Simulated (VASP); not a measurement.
Crystal: BN.

```xyz
2
Lattice="0.0000 1.7458 1.7458 1.7458 0.0000 1.7458 1.7458 1.7458 0.0000" Properties=species:S:1:pos:R:3 pbc="T T T"
B     0.0000    0.0000    0.0000
N     1.7458    1.7458    1.7458
```

Base run:

```yaml
Program: VASP 6.6.1
Functional: PBE
Potentials_or_basis: VASP PAW PBE potentials, release 64 (B, N)
Cutoff: 520 eV
k_mesh: 10 × 10 × 10
Occupations: gaussian, width 0.01 eV
Spin: no spin polarisation
```

Its results: band gap on the k mesh 1.34 eV (least direct gap 5.85 eV); electronic dielectric tensor (diagonal) 8.70.

Q: The run is repeated on the same cell with these changes: functional from PBE to r2SCAN. What comes out?

A: Band gap on the k mesh 1.47 eV (least direct gap 6.51 eV); electronic dielectric tensor (diagonal) 8.06.

A k mesh can miss the band edges.
